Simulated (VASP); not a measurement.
# MgO2 (Pa-3) in VASP: a series of runs

Runs on MgO2. Level: PBEsol. Tasks: single point.

Program: VASP 6.6.1. These are calculated values, not measurements. Logs are shortened: lines on timing, memory, paths and dates and some standing lists are left out, and cuts for length are marked.

### Step 1. The cell of the first run

Symmetry: Pa-3, No. 205, cubic system. The conventional cell has a = 4.841 Å, b = 4.841 Å, c = 4.841 Å, α = 90.00°, β = 90.00°, γ = 90.00°. Mg (site symmetry -3) has 12 O at 2.08 to 2.91 Å within 3.0 Å. O (site symmetry 3) has 1 O at 1.48 Å within 2.0 Å.

### Step 2. Single point, PBEsol

Contents of POSCAR:

```
MgO2
1.0
    4.8408307520      0.0000000000      0.0000000000
    0.0000000000      4.8408307520      0.0000000000
    0.0000000000      0.0000000000      4.8408307520
Mg O
4 8
Direct
    0.0000000000      0.5000000000      0.5000000000
    0.5000000000      0.5000000000      0.0000000000
    0.5000000000      0.0000000000      0.5000000000
    0.0000000000      0.0000000000      0.0000000000
    0.4116319360      0.0883680640      0.9116319360
    0.0883680640      0.9116319360      0.4116319360
    0.9116319360      0.4116319360      0.0883680640
    0.5883680640      0.5883680640      0.5883680640
    0.4116319360      0.4116319360      0.4116319360
    0.0883680640      0.5883680640      0.9116319360
    0.9116319360      0.0883680640      0.5883680640
    0.5883680640      0.9116319360      0.0883680640
```

Contents of INCAR.step1:

```
PREC = Accurate
ENCUT = 620
EDIFF = 1E-6
ISMEAR = 0
SIGMA = 0.02
LREAL = False
LASPH = True
NELM = 120
ALGO = Normal
ISIF = 2
LWAVE = False
LCHARG = True
GGA = PS
NBANDS = 56
GGA_COMPAT = False
NEDOS = 2001
LORBIT = 11
```

Contents of KPOINTS.step1:

```
Automatic mesh
0
Gamma
  6 6 6
```

Contents of INCAR.step2:

```
PREC = Accurate
ENCUT = 620
EDIFF = 1E-6
ISMEAR = -5
SIGMA = 0.02
LREAL = False
LASPH = True
NELM = 120
ALGO = Normal
ISIF = 2
LWAVE = False
LCHARG = False
GGA = PS
LORBIT = 11
NBANDS = 56
NEDOS = 1001
ICHARG = 11
GGA_COMPAT = False
```

Contents of KPOINTS.step2:

```
Automatic mesh
0
Gamma
  9 9 9
```

Potentials or basis: VASP PAW PBE potentials, release 64 (Mg_sv, O).

Launch:

```
$ cat potpaw_PBE.64/Mg_sv/POTCAR potpaw_PBE.64/O/POTCAR > POTCAR
$ cp INCAR.step1 INCAR
$ cp KPOINTS.step1 KPOINTS
$ mpirun -np 1 vasp_std > vasp.out
$ cp INCAR.step2 INCAR
$ cp KPOINTS.step2 KPOINTS
$ mpirun -np 1 vasp_std > vasp.out
```

OUTCAR:

```text
PREC = Accurate
   ENCUT = 620
   EDIFF = 1E-6
   ISMEAR = -5
   LREAL = False
   LASPH = True
   NELM = 120
   ISIF = 2
   GGA = PS
   LORBIT = 11
   ICHARG = 11

 ion  position               nearest neighbor table
   1  0.000  0.500  0.500-   6 2.08   7 2.08   8 2.08   9 2.08  10 2.08  11 2.08
   2  0.500  0.500  0.000-   5 2.08   7 2.08   8 2.08   9 2.08  10 2.08  12 2.08
   3  0.500  0.000  0.500-   5 2.08   6 2.08   8 2.08   9 2.08  11 2.08  12 2.08
   4  0.000  0.000  0.000-   5 2.08   6 2.08   7 2.08  10 2.08  11 2.08  12 2.08
   5  0.412  0.088  0.912-  12 1.48   3 2.08   4 2.08   2 2.08
   6  0.088  0.912  0.412-  11 1.48   3 2.08   4 2.08   1 2.08
   7  0.912  0.412  0.088-  10 1.48   2 2.08   4 2.08   1 2.08
   8  0.588  0.588  0.588-   9 1.48   2 2.08   3 2.08   1 2.08
   9  0.412  0.412  0.412-   8 1.48   2 2.08   3 2.08   1 2.08
  10  0.088  0.588  0.912-   7 1.48   2 2.08   4 2.08   1 2.08
  11  0.912  0.088  0.588-   6 1.48   3 2.08   4 2.08   1 2.08
  12  0.588  0.912  0.088-   5 1.48   3 2.08   4 2.08   2 2.08

  LATTYP: Found a simple cubic cell.
 ALAT       =     4.8408307520

  Lattice vectors:

 A1 = (   4.8408307520,   0.0000000000,   0.0000000000)
 A2 = (   0.0000000000,   4.8408307520,   0.0000000000)
 A3 = (   0.0000000000,   0.0000000000,   4.8408307520)

Analysis of symmetry for initial positions (statically):
=====================================================================
 Subroutine PRICEL returns:
 Original cell was already a primitive cell.

 Routine SETGRP: Setting up the symmetry group for a
 simple cubic supercell.

 Subroutine GETGRP returns: Found 24 space group operations
 (whereof  6 operations were pure point group operations)
 out of a pool of 48 trial point group operations.

The static configuration has the point symmetry S_6 .
 The point group associated with its full space group is T_h .

Analysis of symmetry for dynamics (positions and initial velocities):
=====================================================================
 Subroutine PRICEL returns:
 Original cell was already a primitive cell.

 Routine SETGRP: Setting up the symmetry group for a
 simple cubic supercell.

 Subroutine GETGRP returns: Found 24 space group operations
 (whereof  6 operations were pure point group operations)
 out of a pool of 48 trial point group operations.

The dynamic configuration has the point symmetry S_6 .
 The point group associated with its full space group is T_h .

 Subroutine INISYM returns: Found 24 space group operations
 (whereof  6 operations are pure point group operations),
 and found     1 'primitive' translations

----------------------------------------------------------------------------------------

                                     Primitive cell

  volume of cell :     113.4383

  direct lattice vectors                    reciprocal lattice vectors
     4.840830752  0.000000000  0.000000000     0.206576113  0.000000000  0.000000000
     0.000000000  4.840830752  0.000000000     0.000000000  0.206576113  0.000000000
     0.000000000  0.000000000  4.840830752     0.000000000  0.000000000  0.206576113

  length of vectors
     4.840830752  4.840830752  4.840830752     0.206576113  0.206576113  0.206576113

  position of ions in fractional coordinates (direct lattice)
     0.000000000  0.500000000  0.500000000
     0.500000000  0.500000000  0.000000000
     0.500000000  0.000000000  0.500000000
     0.000000000  0.000000000  0.000000000
     0.411631936  0.088368064  0.911631936
     0.088368064  0.911631936  0.411631936
     0.911631936  0.411631936  0.088368064
     0.588368064  0.588368064  0.588368064
     0.411631936  0.411631936  0.411631936
     0.088368064  0.588368064  0.911631936
     0.911631936  0.088368064  0.588368064
     0.588368064  0.911631936  0.088368064

  ion indices of the primitive-cell ions
   primitive index   ion index
                 1           1
                 2           2
                 3           3
                 4           4
                 5           5
                 6           6
                 7           7
                 8           8
                 9           9
                10          10
                11          11
                12          12

----------------------------------------------------------------------------------------

 KPOINTS: Automatic mesh

Automatic generation of k-mesh.
 Grid dimensions read from file:
 generate k-points for:    9    9    9

 Generating k-lattice:

  Cartesian coordinates                     Fractional coordinates (reciprocal lattice)
     0.022952901  0.000000000  0.000000000     0.111111111  0.000000000  0.000000000
     0.000000000  0.022952901  0.000000000     0.000000000  0.111111111  0.000000000
     0.000000000  0.000000000  0.022952901     0.000000000  0.000000000  0.111111111

  Length of vectors
     0.022952901  0.022952901  0.022952901

  Shift w.r.t. Gamma in fractional coordinates (k-lattice)
     0.000000000  0.000000000  0.000000000

 TETIRR: Found    652 inequivalent tetrahedra from     4374

 Subroutine IBZKPT returns following result:
 ===========================================

 Found     45 irreducible k-points:

 Following reciprocal coordinates:
            Coordinates               Weight
  0.000000  0.000000  0.000000      1.000000
  0.111111  0.000000  0.000000      6.000000
  0.222222  0.000000  0.000000      6.000000
  0.333333  0.000000  0.000000      6.000000
  0.444444  0.000000  0.000000      6.000000
  0.111111  0.111111  0.000000     12.000000
[... 16 lines left out ...]
  0.222222  0.111111  0.111111     24.000000
  0.333333  0.111111  0.111111     24.000000
 [... further k-points ...]
   k-points           NKPTS =     45   k-points in BZ     NKDIM =     45   number of bands    NBANDS=     56
   number of dos      NEDOS =   1001   number of ions     NIONS =     12
   total plane-waves  NPLWV =  64000
   dimension x,y,z NGX =    40 NGY =   40 NGZ =   40
   dimension x,y,z NGXF=    80 NGYF=   80 NGZF=   80
   ions per type =               4   8
   NGX,Y,Z   is equivalent  to a cutoff of  13.74, 13.74, 13.74 a.u.
   NGXF,Y,Z  is equivalent  to a cutoff of  27.47, 27.47, 27.47 a.u.
 SYSTEM =  unknown system
   PREC   = accura    normal or accurate (medium, high low for compatibility)
   ISTART =      0    job   : 0-new  1-cont  2-samecut
   ICHARG =     11    charge: 1-file 2-atom 10-const
   ISPIN  =      1    spin polarized calculation?
   LNONCOLLINEAR =      F non collinear calculations
   LSORBIT =      F    spin-orbit coupling
   LASPH  =      T    aspherical Exc in radial PAW
   ENCUT  =  620.0 eV  45.57 Ry    6.75 a.u.   9.83  9.83  9.83*2*pi/ulx,y,z
   NELM   =    120;   NELMIN=  2; NELMDL=  0     # of ELM steps
   EDIFF  = 0.1E-05   stopping-criterion for ELM
   LREAL  =      F    real-space projection
   EDIFFG = 0.1E-04   stopping-criterion for IOM
   NSW    =      0    number of steps for IOM
   IBRION =     -1    ionic relax: 0-MD 1-quasi-New 2-CG
   NFREE  =      0    steps in history (QN), initial steepest desc. (CG)
   ISIF   =      2    stress and relaxation
   ISYM   =      2    0-nonsym 1-usesym 2-fastsym
   POTIM  = 0.5000    time-step for ionic-motion
   TEBEG  =    0.0;   TEEND  =   0.0 temperature during run
   PSTRESS=    0.0 pullay stress
   NELECT =      88.0000    total number of electrons
   NUPDOWN=      -1.0000    fix difference up-down
   EMIN   =  10.00;   EMAX   =-10.00  energy-range for DOS
   EFERMI =   0.00;   METHOD = LEGACY
   ISMEAR =    -5;   SIGMA  =   0.02  broadening in eV -4-tet -1-fermi 0-gaus
   EFERMI_NEDOS =   21; number of points for ismear=-14 and -15
   IALGO  =     38    algorithm
   IMIX   =      4    mixing-type and parameters
     AMIX     =   0.40;   BMIX     =  1.00
     AMIX_MAG =   1.60;   BMIX_MAG =  1.00
  volume/ion in A,a.u.               =       9.45        63.79
  Fermi-wavevector in a.u.,A,eV,Ry     =   1.504235  2.842593 30.786233  2.262724
  Thomas-Fermi vector in A             =   2.615242
   LORBIT       =     11    0 simple, 1 ext, 2 COOP (PROOUT), +10 PAW based schemes
   GGA     = PS    functional components
   LHFCALC =     F    Hartree Fock is set to
   AEXX    =    0.0000 exact exchange contribution
   IVDW    =     0    specifies the selected vdW correction
   LEPSILON=     F    determine dielectric tensor
   LRPA    =     F    only Hartree local field effects (RPA)
 non-spin polarized calculation
 Fermi weights with tetrahedron method with Bloechl corrections
  energy-cutoff  :      620.00
  volume of cell :      113.44
 maximum number of plane-waves:      3998

 number of electron      88.0000032 magnetization

 Free energy of the ion-electron system (eV)
  ---------------------------------------------------
  ext. energy  EPLUGINS =         0.00000000
  ---------------------------------------------------
  free energy    TOTEN  =       -69.73243251 eV

  energy without entropy =      -69.73243251  energy(sigma->0) =      -69.73243251

 E-fermi :   2.7401     XC(G=0): -11.2098

 val. band max:        2.6897895208   @ k =   0.0000   0.0000   0.0000
 cond. band min:       6.6217521898   @ k =   0.2222   0.2222   0.2222
 fundamental gap:      3.9319626690
 Fermi energy:         2.7400660999

 k-point     1 :       0.0000    0.0000    0.0000
  band No.  band energies     occupation
      1     -69.6610      2.00000
      2     -69.6591      2.00000
      3     -69.6591      2.00000
      4     -69.6591      2.00000
      5     -36.6384      2.00000
      6     -36.6384      2.00000
[... 48 lines left out ...]
     55      14.1940      0.00000
     56      14.9617      0.00000

 k-point     2 :       0.1111    0.0000    0.0000
  band No.  band energies     occupation
      1     -69.6608      2.00000
      2     -69.6592      2.00000
      3     -69.6591      2.00000
      4     -69.6591      2.00000
      5     -36.6381      2.00000
      6     -36.6381      2.00000
[... 48 lines left out ...]
     55      14.1832      0.00000
     56      14.9583      0.00000

 k-point     3 :       0.2222    0.0000    0.0000
  band No.  band energies     occupation
      1     -69.6607      2.00000
      2     -69.6593      2.00000
      3     -69.6591      2.00000
      4     -69.6591      2.00000
      5     -36.6370      2.00000
      6     -36.6370      2.00000
[... 1172 lines left out ...]
 k-point    23 :       0.2222    0.1111    0.1111
  band No.  band energies     occupation
      1     -69.6606      2.00000
      2     -69.6593      2.00000
      3     -69.6592      2.00000
      4     -69.6592      2.00000
      5     -36.6372      2.00000
      6     -36.6363      2.00000
[... 48 lines left out ...]
     55      14.2374      0.00000
     56      14.6455      0.00000

 k-point    24 :       0.3333    0.1111    0.1111
  band No.  band energies     occupation
      1     -69.6604      2.00000
      2     -69.6596      2.00000
      3     -69.6592      2.00000
      4     -69.6592      2.00000
      5     -36.6361      2.00000
      6     -36.6351      2.00000
[... 48 lines left out ...]
     55      14.4855      0.00000
     56      14.5871      0.00000

 [... further k-points ...]

------------------------ aborting loop because EDIFF is reached ----------------------------------------

  FORCE on cell =-STRESS in cart. coord.  units (eV):
  Direction    XX          YY          ZZ          XY          YZ          ZX
  --------------------------------------------------------------------------------------
  -------------------------------------------------------------------------------------
  Total        0.0208270      0.0208270      0.0208270     -0.0000000     -0.0000000     -0.0000000
  in kB        0.2941559      0.2941559      0.2941559     -0.0000000     -0.0000000     -0.0000000
  external PRESSURE =       0.2941559 kB  Pullay stress =       0.0000000 kB

 VOLUME and BASIS-vectors are now :
 -----------------------------------------------------------------------------
  energy-cutoff  :      620.00
  volume of cell :      113.44
      direct lattice vectors                 reciprocal lattice vectors
     4.840830752  0.000000000  0.000000000     0.206576113  0.000000000  0.000000000
     0.000000000  4.840830752  0.000000000     0.000000000  0.206576113  0.000000000
     0.000000000  0.000000000  4.840830752     0.000000000  0.000000000  0.206576113

 POSITION                                       TOTAL-FORCE (eV/Angst)
 -----------------------------------------------------------------------------------
      0.00000      2.42042      2.42042         0.000000      0.000000      0.000000
      2.42042      2.42042      0.00000         0.000000      0.000000      0.000000
      2.42042      0.00000      2.42042         0.000000      0.000000      0.000000
      0.00000      0.00000      0.00000         0.000000      0.000000      0.000000
      1.99264      0.42777      4.41306        -0.086993      0.086993     -0.086993
      0.42777      4.41306      1.99264         0.086993     -0.086993     -0.086993
      4.41306      1.99264      0.42777        -0.086993     -0.086993      0.086993
      2.84819      2.84819      2.84819         0.086993      0.086993      0.086993
      1.99264      1.99264      1.99264        -0.086993     -0.086993     -0.086993
      0.42777      2.84819      4.41306         0.086993      0.086993     -0.086993
      4.41306      0.42777      2.84819        -0.086993      0.086993      0.086993
      2.84819      4.41306      0.42777         0.086993     -0.086993      0.086993
 -----------------------------------------------------------------------------------
    total drift:                                0.000000      0.000000     -0.000000

  FREE ENERGIE OF THE ION-ELECTRON SYSTEM (eV)
  ---------------------------------------------------
  free  energy   TOTEN  =       -69.7324325129 eV

  energy  without entropy=      -69.7324325129  energy(sigma->0) =      -69.73243251

 total charge

# of ion       s       p       d       tot
------------------------------------------
    1        2.071   6.009   0.039   8.118
    2        2.071   6.009   0.039   8.118
    3        2.071   6.009   0.039   8.118
    4        2.071   6.009   0.039   8.118
    5        1.556   3.410   0.000   4.967
    6        1.556   3.410   0.000   4.967
    7        1.556   3.410   0.000   4.967
    8        1.556   3.410   0.000   4.967
    9        1.556   3.410   0.000   4.967
   10        1.556   3.410   0.000   4.967
   11        1.556   3.410   0.000   4.967
   12        1.556   3.410   0.000   4.967
--------------------------------------------------
tot         20.734  51.318   0.155  72.208
```

It took 5.9 min on 1 thread of Intel Xeon Platinum 8488C (Sapphire Rapids), shared host; peak memory 0.4 GiB.

What came out:

* Valence electrons inside the program's atomic spheres: Mg 8.12; O 4.97

Levels at points of the mesh, in eV from the valence-band top:
```csv
k point,band 41,band 42,band 43,band 44,band 45,band 46,band 47,band 48
"(0.00, 0.00, 0.00)",-0.50,-0.50,0.00,0.00,4.63,4.63,4.63,4.65
```

Caveat: the PAW data sets were made with another functional, which shifts forces and pressure a little.

### Step 3. Single point, PBEsol

Contents of POSCAR:

```
MgO2
1.0
    4.8408307519      0.0000000000      0.0000000000
    0.0000000000      4.8408307519      0.0000000000
    0.0000000000      0.0000000000      4.8408307519
Mg O
4 8
Direct
    0.0000000000      0.5000000000      0.5000000000
    0.5000000000      0.5000000000      0.0000000000
    0.5000000000      0.0000000000      0.5000000000
    0.0000000000      0.0000000000      0.0000000000
    0.4116319358      0.0883680642      0.9116319358
    0.0883680642      0.9116319358      0.4116319358
    0.9116319358      0.4116319358      0.0883680642
    0.5883680642      0.5883680642      0.5883680642
    0.4116319358      0.4116319358      0.4116319358
    0.0883680642      0.5883680642      0.9116319358
    0.9116319358      0.0883680642      0.5883680642
    0.5883680642      0.9116319358      0.0883680642
```

Contents of INCAR.step1:

```
PREC = Accurate
ENCUT = 520
EDIFF = 1E-6
ISMEAR = 0
SIGMA = 0.02
LREAL = False
LASPH = True
NELM = 100
ALGO = Normal
ISIF = 2
LWAVE = False
LCHARG = True
GGA = PS
NBANDS = 40
```

KPOINTS.step1 is that of step 2.

Contents of INCAR.step2:

```
PREC = Accurate
ENCUT = 520
EDIFF = 1E-6
ISMEAR = -5
SIGMA = 0.02
LREAL = False
LASPH = True
NELM = 100
ALGO = Normal
ISIF = 2
LWAVE = False
LCHARG = False
GGA = PS
LORBIT = 11
NBANDS = 40
NEDOS = 1001
ICHARG = 11
```

KPOINTS.step2 is that of step 2.

Potentials or basis: VASP PAW PBE potentials, release 64 (Mg, O).

Launch:

```
$ cat potpaw_PBE.64/Mg/POTCAR potpaw_PBE.64/O/POTCAR > POTCAR
$ cp INCAR.step1 INCAR
$ cp KPOINTS.step1 KPOINTS
$ mpirun -np 1 vasp_std > vasp.out
$ cp INCAR.step2 INCAR
$ cp KPOINTS.step2 KPOINTS
$ mpirun -np 1 vasp_std > vasp.out
```

It took 2.7 min on 1 thread of Intel Xeon Platinum 8259CL at 2.50GHz (Skylake/Cascade Lake), shared host; peak memory 0.29 GiB.

Results (log left out):

| Property | Result |
| --- | --- |
| Valence electrons inside the program's atomic spheres | Mg 0.40; O 4.97 |

Levels at points of the mesh, in eV from the valence-band top:
| k point | band 24 | band 25 | band 26 | band 27 | band 28 | band 29 | band 30 | band 31 | band 32 | band 33 |
| --- | --- | --- | --- | --- | --- | --- | --- | --- | --- | --- |
| (0.00, 0.00, 0.00) | -0.50 | -0.50 | -0.50 | 0.00 | 0.00 | 4.63 | 4.63 | 4.63 | 4.65 | 6.26 |

Caveat: the PAW data sets were made with another functional, which shifts forces and pressure a little.
